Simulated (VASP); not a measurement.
Input of a VASP 6.6.1 run:

INCAR

```
SYSTEM = GaAs
  ALGO = Normal
  EDIFF = 1E-6
  ENCUT = 520
  GGA = CA
  ISIF = 2
  ISMEAR = 0
  LASPH = .TRUE.
  LCHARG = .TRUE.
  LELF = .TRUE.
  LREAL = .FALSE.
  LVHAR = .TRUE.
  LWAVE = .FALSE.
  NBANDS = 16
  NELM = 60
  PREC = Accurate
  SIGMA = 0.01
```

KPOINTS

```
k-points
0
G
  8 8 8
  0 0 0
```

The input POSCAR:

```
GaAs
1.0
    2.8014470115      2.8014470115      0.0000000000
   -2.8014470115      2.8014470115      0.0000000000
    0.0000000000      2.8014470115      2.8014470115
Ga As
1 1
Direct
    0.0000000000      0.0000000000      0.0000000000
    0.7500000000      0.2500000000      0.5000000000
```

Potentials or basis: VASP PAW LDA potentials, release 64 (Ga_d, As).

Run with:

```console
$ cat potpaw_LDA.64/Ga_d/POTCAR potpaw_LDA.64/As/POTCAR > POTCAR
$ mpirun -np 1 vasp_std > vasp.out
```

(1) Estimate the band gap on the k mesh.

(2) Predict the pressure.

## Answers

(1) 0.54 eV, direct.

(2) 0.3 GPa.
